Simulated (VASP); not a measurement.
# LaP (Fm-3m) in VASP: notebook

Runs on LaP. Level: LDA. Tasks: electric field gradients.

All numbers are computed with VASP 6.6.1; they aren't measurements. Logs are shortened: lines on timing, memory, paths and dates and some standing lists are left out, and cuts for length are marked.

### 1 The cell of the first run

It takes space group Fm-3m (No. 225, cubic). Conventional cell: a = 5.944 Å, b = 5.944 Å, c = 5.944 Å, α = 90.00°, β = 90.00°, γ = 90.00°. La (site symmetry m-3m) has 6 P at 2.97 Å within 3.9 Å. Within 3.9 Å of P (site symmetry m-3m) lie 6 La at 2.97 Å.

### 2 Electric field gradients, LDA (volume scaled by 0.96)

INCAR

```
SYSTEM = LaP
PREC = Accurate
ENCUT = 520
EDIFF = 1E-8
ISMEAR = -1
SIGMA = 0.03
LREAL = .FALSE.
LASPH = .TRUE.
NELM = 80
ALGO = Normal
ISIF = 2
LWAVE = .FALSE.
LCHARG = .FALSE.
GGA = CA
LEFG = .TRUE.
NBANDS = 15
```

KPOINTS

```
regular mesh
0
G
  10 10 10
  0 0 0
```

POSCAR

```
LaP
1.0
    0.0000000000      2.9717855496      2.9717855496
    2.9717855496      0.0000000000      2.9717855496
    2.9717855496      2.9717855496      0.0000000000
La P
1 1
Direct
    0.0000000000      0.0000000000      0.0000000000
    0.5000000000      0.5000000000      0.5000000000
```

Potentials or basis: VASP PAW LDA potentials, release 64 (La, P).

Launch:

```bash
> cat potpaw_LDA.64/La/POTCAR potpaw_LDA.64/P/POTCAR > POTCAR
> mpirun -np 1 vasp_std > vasp.out
```

OUTCAR:

```text
SYSTEM = LaP
   PREC = Accurate
   ENCUT = 520
   EDIFF = 1E-8
   ISMEAR = -1
   LREAL = .FALSE.
   LASPH = .TRUE.
   NELM = 80
   ISIF = 2
   GGA = CA

 ion  position               nearest neighbor table
   1  0.000  0.000  0.000-   2 2.97   2 2.97   2 2.97   2 2.97   2 2.97   2 2.97
   2  0.500  0.500  0.500-   1 2.97   1 2.97   1 2.97   1 2.97   1 2.97   1 2.97

  LATTYP: Found a face centered cubic cell.
 ALAT       =     5.9435710992

  Lattice vectors:

 A1 = (   0.0000000000,   2.9717855496,   2.9717855496)
 A2 = (   2.9717855496,   0.0000000000,   2.9717855496)
 A3 = (   2.9717855496,   2.9717855496,   0.0000000000)

Analysis of symmetry for initial positions (statically):
=====================================================================
 Subroutine PRICEL returns:
 Original cell was already a primitive cell.

 Routine SETGRP: Setting up the symmetry group for a
 face centered cubic supercell.

 Subroutine GETGRP returns: Found 48 space group operations
 (whereof 48 operations were pure point group operations)
 out of a pool of 48 trial point group operations.

The static configuration has the point symmetry O_h .

Analysis of symmetry for dynamics (positions and initial velocities):
=====================================================================
 Subroutine PRICEL returns:
 Original cell was already a primitive cell.

 Routine SETGRP: Setting up the symmetry group for a
 face centered cubic supercell.

 Subroutine GETGRP returns: Found 48 space group operations
 (whereof 48 operations were pure point group operations)
 out of a pool of 48 trial point group operations.

The dynamic configuration has the point symmetry O_h .

 Subroutine INISYM returns: Found 48 space group operations
 (whereof 48 operations are pure point group operations),
 and found     1 'primitive' translations

----------------------------------------------------------------------------------------

                                     Primitive cell

  volume of cell :      52.4907

  direct lattice vectors                    reciprocal lattice vectors
     0.000000000  2.971785550  2.971785550    -0.168249018  0.168249018  0.168249018
     2.971785550  0.000000000  2.971785550     0.168249018 -0.168249018  0.168249018
     2.971785550  2.971785550  0.000000000     0.168249018  0.168249018 -0.168249018

  length of vectors
[... 128 lines left out ...]

 E-fermi :   6.6471     XC(G=0): -10.1060

 val. band max:        6.6234368326   @ k =   0.1000   0.1000   0.0000
 cond. band min:       6.7734139030   @ k =   0.0000   0.0000   0.0000
 fundamental gap:      0.1499770704
 Fermi energy:         6.6470747164

 k-point     1 :       0.0000    0.0000    0.0000
  band No.  band energies     occupation
      1     -24.8096      2.00000
      2      -8.3642      2.00000
      3      -8.3642      2.00000
      4      -8.3642      2.00000
      5      -2.5349      2.00000
      6       6.7734      0.02922
      7       6.7734      0.02922
      8       6.7734      0.02922
      9       8.3918      0.00000
     10       8.3918      0.00000
     11       8.3918      0.00000
     12       9.2945      0.00000
     13       9.3373      0.00000
     14       9.3373      0.00000
[... 401 lines left out ...]
      2      -8.9043      2.00000
      3      -8.5672      2.00000
      4      -8.5436      2.00000
      5      -1.8573      2.00000
      6       4.9421      2.00000
      7       6.0443      2.00000
      8       6.2996      1.99998
      9       7.1455      0.00000
     10       9.5684      0.00000
     11       9.6044      0.00000
     12       9.6558      0.00000
     13       9.6620      0.00000
     14       9.8058      0.00000
     15      10.0433      0.00000

 [... further k-points ...]
[... 5 lines left out ...]
  --------------------------------------------------------------------------------------
  -------------------------------------------------------------------------------------
  Total       -0.0735940     -0.0735940     -0.0735940      0.0000000      0.0000000      0.0000000
  in kB       -2.2463132     -2.2463132     -2.2463132      0.0000000      0.0000000      0.0000000
  external PRESSURE =      -2.2463132 kB  Pullay stress =       0.0000000 kB

 VOLUME and BASIS-vectors are now :
 -----------------------------------------------------------------------------
  energy-cutoff  :      520.00
  volume of cell :       52.49
      direct lattice vectors                 reciprocal lattice vectors
     0.000000000  2.971785550  2.971785550    -0.168249018  0.168249018  0.168249018
     2.971785550  0.000000000  2.971785550     0.168249018 -0.168249018  0.168249018
     2.971785550  2.971785550  0.000000000     0.168249018  0.168249018 -0.168249018

 POSITION                                       TOTAL-FORCE (eV/Angst)
 -----------------------------------------------------------------------------------
      0.00000      0.00000      0.00000        -0.000000     -0.000000      0.000000
      2.97179      2.97179      2.97179         0.000000      0.000000     -0.000000
 -----------------------------------------------------------------------------------
    total drift:                                0.000000     -0.000000     -0.000000

  FREE ENERGIE OF THE ION-ELECTRON SYSTEM (eV)
  ---------------------------------------------------
  free  energy   TOTEN  =       -14.7078528862 eV

  energy  without entropy=      -14.7069653677  energy(sigma->0) =      -14.70740913

 Electric field gradients (V/A^2)
---------------------------------------------------------------------
 ion       V_xx      V_yy      V_zz      V_xy      V_xz      V_yz
---------------------------------------------------------------------
   1      -0.000     0.000    -0.000     0.000     0.000     0.000
   2      -0.000    -0.000     0.000    -0.000    -0.000    -0.000
---------------------------------------------------------------------

 Electric field gradients after diagonalization (V/A^2)
 (convention: |V_zz| > |V_xx| > |V_yy|)
----------------------------------------------------------------------
 ion       V_xx      V_yy      V_zz     asymmetry (V_yy - V_xx)/ V_zz
----------------------------------------------------------------------
   1      -0.000    -0.000     0.001       0.000
   2       0.000     0.000    -0.001       0.000
----------------------------------------------------------------------

           NMR quadrupolar parameters

 Cq : quadrupolar parameter    Cq=e*Q*V_zz/h
 eta: asymmetry parameters     (V_yy - V_xx)/ V_zz
 Q  : nuclear electric quadrupole moment in mb (millibarn)
----------------------------------------------------------------------
 ion       Cq(MHz)       eta       Q (mb)
----------------------------------------------------------------------
   1       0.000       0.000       1.000
   2      -0.000       0.000       1.000
----------------------------------------------------------------------
```

stdout:

```text
POSCAR found type information on POSCAR LaP
 POSCAR found :  2 types and       2 ions
 scaLAPACK will be used
 LDA part: xc-table for (Slater(with rela. corr.)+CA(PZ))
 , standard interpolation
 POSCAR, INCAR and KPOINTS ok, starting setup
 FFT: planning ... GRIDC
 FFT: planning ... GRID_SOFT
 FFT: planning ... GRID
 WAVECAR not read
 entering main loop
ion   1

ion   2
```

Run time: 28 s. Hardware: 1 thread of AMD EPYC 9R45 (Zen 5), shared host; peak memory 0.16 GiB.

Results:

```yaml
Free_energy: -14.7079 eV
Pressure: -0.2 GPa
Band_gap_on_the_k_mesh: zero (band 8 reaches 6.77 eV, above the bottom of band 9 at 6.56 eV)
```

Levels at points of the mesh, in eV from the Fermi level:
```
           k point  band 5  band 6  band 7  band 8  band 9  band 10  band 11  band 12
(0.00, 0.00, 0.00)   -9.18    0.13    0.13    0.13    1.74     1.74     1.74     2.65
(0.50, 0.00, 0.00)   -7.51   -3.14   -1.72   -1.72    2.49     2.80     2.80     3.11
(0.50, 0.50, 0.00)   -8.81   -0.75   -0.23   -0.03   -0.03     2.95     2.99     3.07
```

Caveat: without QUAD_EFG the Cq values of the log hold for a quadrupole moment of 1 mb, not for the nuclei; spin-orbit coupling is left out, which moves the levels of the heavy elements.

### 3 Electric field gradients, LDA (volume scaled by 0.99)

INCAR

```
SYSTEM = LaP
PREC = Accurate ; ENCUT = 520
EDIFF = 1E-8 ; ISMEAR = -1
SIGMA = 0.03 ; LREAL = .False.
LASPH = .True. ; NELM = 80
ALGO = Normal ; ISIF = 2
LWAVE = .False. ; LCHARG = .False.
GGA = CA ; LEFG = .True.
NBANDS = 15
```

KPOINTS

```
Automatic mesh
0
Gamma
  10 10 10
  0 0 0
```

POSCAR

```
LaP
1.0
    0.0000000000      3.0024246739      3.0024246739
    3.0024246739      0.0000000000      3.0024246739
    3.0024246739      3.0024246739      0.0000000000
La P
1 1
Direct
    0.0000000000      0.0000000000      0.0000000000
    0.5000000000      0.5000000000      0.5000000000
```

Potentials or basis: VASP PAW LDA potentials, release 64 (La, P).

Launch:

```bash
> cat potpaw_LDA.64/La/POTCAR potpaw_LDA.64/P/POTCAR > POTCAR
> mpirun -np 1 vasp_std > vasp.out
```

OUTCAR:

```text
SYSTEM = LaP
   PREC = Accurate
   ENCUT = 520
   EDIFF = 1E-8
   ISMEAR = -1
   LREAL = .False.
   LASPH = .True.
   NELM = 80
   ISIF = 2
   GGA = CA

 ion  position               nearest neighbor table
   1  0.000  0.000  0.000-   2 3.00   2 3.00   2 3.00   2 3.00   2 3.00   2 3.00
   2  0.500  0.500  0.500-   1 3.00   1 3.00   1 3.00   1 3.00   1 3.00   1 3.00

  LATTYP: Found a face centered cubic cell.
 ALAT       =     6.0048493478

  Lattice vectors:

 A1 = (   0.0000000000,   3.0024246739,   3.0024246739)
 A2 = (   3.0024246739,   0.0000000000,   3.0024246739)
 A3 = (   3.0024246739,   3.0024246739,   0.0000000000)

Analysis of symmetry for initial positions (statically):
=====================================================================
 Subroutine PRICEL returns:
 Original cell was already a primitive cell.

 Routine SETGRP: Setting up the symmetry group for a
 face centered cubic supercell.

[... 620 lines left out ...]
      direct lattice vectors                 reciprocal lattice vectors
     0.000000000  3.002424674  3.002424674    -0.166532071  0.166532071  0.166532071
     3.002424674  0.000000000  3.002424674     0.166532071 -0.166532071  0.166532071
     3.002424674  3.002424674  0.000000000     0.166532071  0.166532071 -0.166532071

 POSITION                                       TOTAL-FORCE (eV/Angst)
 -----------------------------------------------------------------------------------
      0.00000      0.00000      0.00000        -0.000000      0.000000      0.000000
      3.00242      3.00242      3.00242         0.000000     -0.000000     -0.000000
 -----------------------------------------------------------------------------------
    total drift:                                0.000000     -0.000000     -0.000000

  FREE ENERGIE OF THE ION-ELECTRON SYSTEM (eV)
  ---------------------------------------------------
  free  energy   TOTEN  =       -14.6934873932 eV

  energy  without entropy=      -14.6925992037  energy(sigma->0) =      -14.69304330

 Electric field gradients (V/A^2)
---------------------------------------------------------------------
 ion       V_xx      V_yy      V_zz      V_xy      V_xz      V_yz
---------------------------------------------------------------------
   1      -0.000    -0.000     0.000     0.000     0.000     0.000
   2      -0.000     0.000     0.000    -0.000    -0.000    -0.000
---------------------------------------------------------------------

 Electric field gradients after diagonalization (V/A^2)
 (convention: |V_zz| > |V_xx| > |V_yy|)
----------------------------------------------------------------------
 ion       V_xx      V_yy      V_zz     asymmetry (V_yy - V_xx)/ V_zz
----------------------------------------------------------------------
   1      -0.000    -0.000     0.000       0.000
   2       0.000     0.000    -0.001       0.000
----------------------------------------------------------------------

           NMR quadrupolar parameters

 Cq : quadrupolar parameter    Cq=e*Q*V_zz/h
 eta: asymmetry parameters     (V_yy - V_xx)/ V_zz
 Q  : nuclear electric quadrupole moment in mb (millibarn)
----------------------------------------------------------------------
 ion       Cq(MHz)       eta       Q (mb)
----------------------------------------------------------------------
   1       0.000       0.000       1.000
   2      -0.000       0.000       1.000
----------------------------------------------------------------------
```

stdout:

```text
POSCAR found type information on POSCAR LaP
 POSCAR found :  2 types and       2 ions
 scaLAPACK will be used
 LDA part: xc-table for (Slater(with rela. corr.)+CA(PZ))
 , standard interpolation
 POSCAR, INCAR and KPOINTS ok, starting setup
 FFT: planning ... GRIDC
 FFT: planning ... GRID_SOFT
 FFT: planning ... GRID
 WAVECAR not read
 entering main loop
ion   1

ion   2
```

Wall time 29 s (1 thread of AMD EPYC 9R45 (Zen 5), shared host); peak memory 0.16 GiB.

What came out:

* Free energy: -14.6935 eV
* Pressure: -2.6 GPa
* Band gap on the k mesh: zero (band 8 reaches 6.48 eV, above the bottom of band 9 at 6.29 eV)

Caveat: without QUAD_EFG the Cq values of the log hold for a quadrupole moment of 1 mb, not for the nuclei; spin-orbit coupling is left out, which moves the levels of the heavy elements.

(Part 1 of 2 ends here.)
